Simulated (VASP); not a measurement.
# Ta2Ti (Pn-3m) in VASP: relaxation of cell and atoms with PBE

Aim: the relaxation of cell and atoms of Ta2Ti with PBE.

All numbers are computed with VASP 6.6.1; they aren't measurements. Logs are shortened: lines on timing, memory, paths and dates and some standing lists are left out, and cuts for length are marked.

### Step 1. The cell of the first run

Symmetry: Pn-3m, No. 224, cubic system. Conventional cell: a = 4.765 Å, b = 4.765 Å, c = 4.765 Å, α = 90.00°, β = 90.00°, γ = 90.00°. Within 2.7 Å of Ti (site symmetry -43m) lie 4 Ta at 2.06 Å. Ta (site symmetry -3m) has 2 Ti at 2.06 Å within 2.7 Å.

### Step 2. Relaxation of cell and atoms, PBE

File INCAR:

```
SYSTEM = Ta2Ti
PREC = Accurate ; ENCUT = 600
EDIFF = 1E-6 ; ISMEAR = 0
SIGMA = 0.1 ; LREAL = .FALSE.
LASPH = .TRUE. ; NELM = 100
ALGO = Fast ; ISIF = 3
LWAVE = .FALSE. ; LCHARG = .FALSE.
GGA = PE ; IBRION = 2
NSW = 90 ; EDIFFG = -0.04
```

File KPOINTS:

```
regular mesh
0
G
  4 4 4
  0 0 0
```

File POSCAR:

```
Ta2Ti
1.0
    4.7649642369      0.0000000000      0.0000000000
    0.0000000000      4.7649642369      0.0000000000
    0.0000000000      0.0000000000      4.7649642369
Ti Ta
2 4
Direct
    0.0000000000      0.0000000000      0.0000000000
    0.5000000000      0.5000000000      0.5000000000
    0.2500000000      0.2500000000      0.2500000000
    0.2500000000      0.7500000000      0.7500000000
    0.7500000000      0.7500000000      0.2500000000
    0.7500000000      0.2500000000      0.7500000000
```

Potentials or basis: VASP PAW PBE potentials, release 64 (Ti_sv, Ta_pv).

Launch:

```
cat potpaw_PBE.64/Ti_sv/POTCAR potpaw_PBE.64/Ta_pv/POTCAR > POTCAR
mpirun -np 1 vasp_std > vasp.out
```

OUTCAR:

```text
SYSTEM = Ta2Ti
   PREC = Accurate
   ENCUT = 600
   EDIFF = 1E-6
   ISMEAR = 0
   LREAL = .FALSE.
   LASPH = .TRUE.
   NELM = 100
   ISIF = 3
   GGA = PE
   IBRION = 2
   NSW = 90
   EDIFFG = -0.04

 ion  position               nearest neighbor table
   1  0.000  0.000  0.000-   3 2.06   4 2.06   5 2.06   6 2.06
   2  0.500  0.500  0.500-   3 2.06   4 2.06   5 2.06   6 2.06
   3  0.250  0.250  0.250-   1 2.06   2 2.06   4 3.37   5 3.37   6 3.37   4 3.37   6 3.37   4 3.37
                             5 3.37   4 3.37   5 3.37   6 3.37   6 3.37   5 3.37
   4  0.250  0.750  0.750-   1 2.06   2 2.06   3 3.37   5 3.37   6 3.37   3 3.37   5 3.37   3 3.37
                             6 3.37   3 3.37   5 3.37   6 3.37   5 3.37   6 3.37
   5  0.750  0.750  0.250-   1 2.06   2 2.06   3 3.37   4 3.37   6 3.37   4 3.37   6 3.37   3 3.37
                             6 3.37   6 3.37   3 3.37   4 3.37   4 3.37   3 3.37
   6  0.750  0.250  0.750-   1 2.06   2 2.06   3 3.37   4 3.37   5 3.37   3 3.37   5 3.37   4 3.37
                             5 3.37   5 3.37   3 3.37   4 3.37   3 3.37   4 3.37

  LATTYP: Found a simple cubic cell.
 ALAT       =     4.7649642369

  Lattice vectors:

 A1 = (   4.7649642369,   0.0000000000,   0.0000000000)
 A2 = (   0.0000000000,   4.7649642369,   0.0000000000)
 A3 = (   0.0000000000,   0.0000000000,   4.7649642369)

Analysis of symmetry for initial positions (statically):
=====================================================================
 Subroutine PRICEL returns:
 Original cell was already a primitive cell.

 Routine SETGRP: Setting up the symmetry group for a
 simple cubic supercell.

 Subroutine GETGRP returns: Found 48 space group operations
 (whereof 24 operations were pure point group operations)
 out of a pool of 48 trial point group operations.

The static configuration has the point symmetry T_d .
 The point group associated with its full space group is O_h .

Analysis of symmetry for dynamics (positions and initial velocities):
=====================================================================
 Subroutine PRICEL returns:
 Original cell was already a primitive cell.

 Routine SETGRP: Setting up the symmetry group for a
 simple cubic supercell.

 Subroutine GETGRP returns: Found 48 space group operations
 (whereof 24 operations were pure point group operations)
 out of a pool of 48 trial point group operations.

The dynamic configuration has the point symmetry T_d .
 The point group associated with its full space group is O_h .

 Subroutine INISYM returns: Found 48 space group operations
 (whereof 24 operations are pure point group operations),
 and found     1 'primitive' translations

----------------------------------------------------------------------------------------

                                     Primitive cell

  volume of cell :     108.1880

  direct lattice vectors                    reciprocal lattice vectors
     4.764964237  0.000000000  0.000000000     0.209865164  0.000000000  0.000000000
     0.000000000  4.764964237  0.000000000     0.000000000  0.209865164  0.000000000
     0.000000000  0.000000000  4.764964237     0.000000000  0.000000000  0.209865164

  length of vectors
     4.764964237  4.764964237  4.764964237     0.209865164  0.209865164  0.209865164

  position of ions in fractional coordinates (direct lattice)
     0.000000000  0.000000000  0.000000000
     0.500000000  0.500000000  0.500000000
     0.250000000  0.250000000  0.250000000
     0.250000000  0.750000000  0.750000000
     0.750000000  0.750000000  0.250000000
     0.750000000  0.250000000  0.750000000

  ion indices of the primitive-cell ions
   primitive index   ion index
                 1           1
                 2           2
                 3           3
                 4           4
                 5           5
                 6           6

----------------------------------------------------------------------------------------

 KPOINTS: regular mesh

Automatic generation of k-mesh.
 Grid dimensions read from file:
 generate k-points for:    4    4    4

 Generating k-lattice:

  Cartesian coordinates                     Fractional coordinates (reciprocal lattice)
     0.052466291  0.000000000  0.000000000     0.250000000  0.000000000  0.000000000
     0.000000000  0.052466291  0.000000000     0.000000000  0.250000000  0.000000000
     0.000000000  0.000000000  0.052466291     0.000000000  0.000000000  0.250000000

  Length of vectors
     0.052466291  0.052466291  0.052466291

  Shift w.r.t. Gamma in fractional coordinates (k-lattice)
     0.000000000  0.000000000  0.000000000

 Subroutine IBZKPT returns following result:
 ===========================================

 Found     10 irreducible k-points:

 Following reciprocal coordinates:
            Coordinates               Weight
  0.000000  0.000000  0.000000      1.000000
  0.250000  0.000000  0.000000      6.000000
  0.500000  0.000000  0.000000      3.000000
  0.250000  0.250000  0.000000     12.000000
  0.500000  0.250000  0.000000     12.000000
  0.500000  0.500000  0.000000      3.000000
  0.250000  0.250000  0.250000      8.000000
  0.500000  0.250000  0.250000     12.000000
  0.500000  0.500000  0.250000      6.000000
  0.500000  0.500000  0.500000      1.000000
   k-points           NKPTS =     10   k-points in BZ     NKDIM =     10   number of bands    NBANDS=     40
   number of dos      NEDOS =    301   number of ions     NIONS =      6
   total plane-waves  NPLWV =  64000
   dimension x,y,z NGX =    40 NGY =   40 NGZ =   40
   dimension x,y,z NGXF=    80 NGYF=   80 NGZF=   80
   ions per type =               2   4
   NGX,Y,Z   is equivalent  to a cutoff of  13.96, 13.96, 13.96 a.u.
   NGXF,Y,Z  is equivalent  to a cutoff of  27.91, 27.91, 27.91 a.u.
 SYSTEM =  Ta2Ti
   PREC   = accura    normal or accurate (medium, high low for compatibility)
   ISTART =      0    job   : 0-new  1-cont  2-samecut
   ICHARG =      2    charge: 1-file 2-atom 10-const
   ISPIN  =      1    spin polarized calculation?
   LNONCOLLINEAR =      F non collinear calculations
   LSORBIT =      F    spin-orbit coupling
   LASPH  =      T    aspherical Exc in radial PAW
   ENCUT  =  600.0 eV  44.10 Ry    6.64 a.u.   9.52  9.52  9.52*2*pi/ulx,y,z
   NELM   =    100;   NELMIN=  2; NELMDL= -5     # of ELM steps
   EDIFF  = 0.1E-05   stopping-criterion for ELM
   LREAL  =      F    real-space projection
   EDIFFG = -.4E-01   stopping-criterion for IOM
   NSW    =     90    number of steps for IOM
   IBRION =      2    ionic relax: 0-MD 1-quasi-New 2-CG
   NFREE  =      1    steps in history (QN), initial steepest desc. (CG)
   ISIF   =      3    stress and relaxation
   ISYM   =      2    0-nonsym 1-usesym 2-fastsym
   POTIM  = 0.5000    time-step for ionic-motion
   TEBEG  =    0.0;   TEEND  =   0.0 temperature during run
   PSTRESS=    0.0 pullay stress
   NELECT =      68.0000    total number of electrons
   NUPDOWN=      -1.0000    fix difference up-down
   EMIN   =  10.00;   EMAX   =-10.00  energy-range for DOS
   EFERMI =   0.00;   METHOD = LEGACY
   ISMEAR =     0;   SIGMA  =   0.10  broadening in eV -4-tet -1-fermi 0-gaus
   EFERMI_NEDOS =   21; number of points for ismear=-14 and -15
   IALGO  =     68    algorithm
   IMIX   =      4    mixing-type and parameters
     AMIX     =   0.40;   BMIX     =  1.00
     AMIX_MAG =   1.60;   BMIX_MAG =  1.00
  volume/ion in A,a.u.               =      18.03       121.68
  Fermi-wavevector in a.u.,A,eV,Ry     =   1.402334  2.650027 26.756413  1.966541
  Thomas-Fermi vector in A             =   2.525106
   LORBIT       =      0    0 simple, 1 ext, 2 COOP (PROOUT), +10 PAW based schemes
   GGA     = PE    functional components
   LHFCALC =     F    Hartree Fock is set to
   AEXX    =    0.0000 exact exchange contribution
   IVDW    =     0    specifies the selected vdW correction
   LEPSILON=     F    determine dielectric tensor
   LRPA    =     F    only Hartree local field effects (RPA)
 conjugate gradient relaxation of ions
 non-spin polarized calculation
 RMM-DIIS sequential band-by-band and
 Gauss-broadening in eV      SIGMA  =   0.10
  energy-cutoff  :      600.00
  volume of cell :      108.19
 maximum number of plane-waves:      3695
 NGX is ok and might be reduce to    40
   NGX = 19   NGY = 19   NGZ = 19

--------------------------------------- Ionic step        1  -------------------------------------------

 number of electron      67.9999991 magnetization

 Free energy of the ion-electron system (eV)
  ---------------------------------------------------
  ext. energy  EPLUGINS =         0.00000000
  ---------------------------------------------------
  free energy    TOTEN  =       -41.63910836 eV

  energy without entropy =      -41.59447706  energy(sigma->0) =      -41.61679271

------------------------ aborting loop EDIFF was not reached (unconverged)  ----------------------------

  FORCE on cell =-STRESS in cart. coord.  units (eV):
  Direction    XX          YY          ZZ          XY          YZ          ZX
  --------------------------------------------------------------------------------------
  -------------------------------------------------------------------------------------
  Total       28.2485878     28.2485878     28.2485878     -0.0000000     -0.0000000     -0.0000000
  in kB      418.3390327    418.3390327    418.3390327     -0.0000000     -0.0000000     -0.0000000
  external PRESSURE =     418.3390327 kB  Pullay stress =       0.0000000 kB
[... 979 lines left out ...]
  energy  without entropy=      -46.2387488891  energy(sigma->0) =      -46.27572549

--------------------------------------- Ionic step        4  -------------------------------------------

 number of electron      67.9999979 magnetization

 Free energy of the ion-electron system (eV)
  ---------------------------------------------------
  ext. energy  EPLUGINS =         0.00000000
  ---------------------------------------------------
  free energy    TOTEN  =       -46.37846089 eV

  energy without entropy =      -46.30105380  energy(sigma->0) =      -46.33975735

 E-fermi :   3.6463     XC(G=0): -10.3044

 val. band max:        3.6279509564   @ k =   0.5000   0.2500   0.0000
 cond. band min:       3.6848696829   @ k =   0.2500   0.0000   0.0000
 fundamental gap:      0.0569187265
 Fermi energy:         3.6463162362

 k-point     1 :       0.0000    0.0000    0.0000
  band No.  band energies     occupation
      1     -51.8126      2.00000
      2     -51.7891      2.00000
      3     -31.5770      2.00000
      4     -31.5770      2.00000
      5     -31.5770      2.00000
      6     -31.3210      2.00000
[... 419 lines left out ...]
     39       4.0307      0.00000
     40       5.0130      0.00000

------------------------ aborting loop because EDIFF is reached ----------------------------------------

  FORCE on cell =-STRESS in cart. coord.  units (eV):
  Direction    XX          YY          ZZ          XY          YZ          ZX
  --------------------------------------------------------------------------------------
  -------------------------------------------------------------------------------------
  Total        0.2038722      0.2038722      0.2038722      0.0000000      0.0000000     -0.0000000
  in kB        2.1565912      2.1565912      2.1565912      0.0000000      0.0000000     -0.0000000
  external PRESSURE =       2.1565912 kB  Pullay stress =       0.0000000 kB

 VOLUME and BASIS-vectors are now :
 -----------------------------------------------------------------------------
  energy-cutoff  :      600.00
  volume of cell :      151.46
      direct lattice vectors                 reciprocal lattice vectors
     5.330487347  0.000000000 -0.000000000     0.187600108  0.000000000 -0.000000000
    -0.000000000  5.330487347 -0.000000000    -0.000000000  0.187600108  0.000000000
     0.000000000 -0.000000000  5.330487347     0.000000000  0.000000000  0.187600108
[... 12 lines left out ...]
  FREE ENERGIE OF THE ION-ELECTRON SYSTEM (eV)
  ---------------------------------------------------
  free  energy   TOTEN  =       -46.3784608896 eV

  energy  without entropy=      -46.3010538043  energy(sigma->0) =      -46.33975735

 reached required accuracy - stopping structural energy minimisation
```

Wall time 13 min (1 thread of Intel Xeon 6975P-C (Granite Rapids), shared host); peak memory 0.27 GiB.

What came out:

| Quantity | Value |
| --- | --- |
| Free energy | -46.3785 eV |
| Relaxed volume | 25.24 Å³/atom |
| Relaxed cell | a = 5.330 Å, b = 5.330 Å, c = 5.330 Å, α = 90.00°, β = 90.00°, γ = 90.00° |
| Space group after relaxing (to 0.1 Å) | Pn-3m (No. 224) |
| Energy gained by relaxing | 789.9 meV/atom |
| Ionic steps | 4 |
| Pressure after relaxing | 0.2 GPa |
| Band gap on the k mesh | zero (bands 34 and 35 overlap by 0.47 eV) |

The path:
```csv
step,energy change (eV),largest force (eV/Å),pressure (GPa),volume (Å³)
1,0.0000,0.0000,41.83,108.19
2,-2.0369,0.0000,-12.92,199.92
3,-4.6736,0.0000,-0.32,152.45
4,-4.7394,0.0000,0.22,151.46
```

Final structure:
```xyz
6
Lattice="5.3305 0.0000 0.0000 0.0000 5.3305 0.0000 0.0000 0.0000 5.3305" Properties=species:S:1:pos:R:3 pbc="T T T"
Ti    0.0000    0.0000    0.0000
Ti    2.6652    2.6652    2.6652
Ta    1.3326    1.3326    1.3326
Ta    1.3326    3.9979    3.9979
Ta    3.9979    3.9979    1.3326
Ta    3.9979    1.3326    3.9979
```

Caveat: the volume moved by over 15 % at a fixed basis, so the end points are rough; spin-orbit coupling is left out, which moves the levels of the heavy elements.
